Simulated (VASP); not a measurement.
**Cs: single point with PBE**

Cs:

```
CELL_PARAMETERS angstrom
7.01009 0.00000 0.00000
-3.50504 6.07092 0.00000
0.00000 0.00000 4.16920
ATOMIC_POSITIONS crystal
Cs 0.00000 0.00000 0.00000
Cs 0.33333 0.66667 0.50000
Cs 0.66667 0.33333 0.50000
```

This isn't the form of Cs at room conditions, which is bcc.

```
Program             : VASP 6.6.1
Task                : single point
Functional          : PBE
Potentials or basis : VASP PAW PBE potentials, release 64 (Cs_sv)
Cutoff              : 520 eV
k mesh              : 4 × 4 × 6
Occupations         : fermi-dirac, width 0.08 eV
Spin                : no spin polarisation
```

```json
{
 "Pressure": "3.5 GPa",
 "Band gap on the k mesh": "zero (an odd number of electrons rules out a gap without spin polarisation)"
}
```

Levels at points of the mesh, in eV from the Fermi level:
| k point | band 11 | band 12 | band 13 | band 14 | band 15 | band 16 |
| --- | --- | --- | --- | --- | --- | --- |
| (0.00, 0.00, 0.00) | -10.12 | -10.10 | -2.16 | 0.22 | 1.37 | 1.37 |
| (0.50, 0.00, 0.00) | -10.21 | -10.13 | -0.69 | -0.58 | -0.40 | 1.36 |
| (0.00, 0.00, 0.50) | -10.29 | -10.29 | -0.10 | -0.10 | 0.32 | 0.49 |
| (0.50, 0.00, 0.50) | -10.34 | -10.21 | -0.26 | 0.08 | 0.23 | 0.74 |

Run time: 69 s on 1 thread of Intel(R) Xeon(R) 6975P-C (Granite Rapids), on a shared host, peak memory 0.29 GiB.

Caveat: the cell stands under pressure; spin-orbit coupling is left out, which moves the levels of the heavy elements.
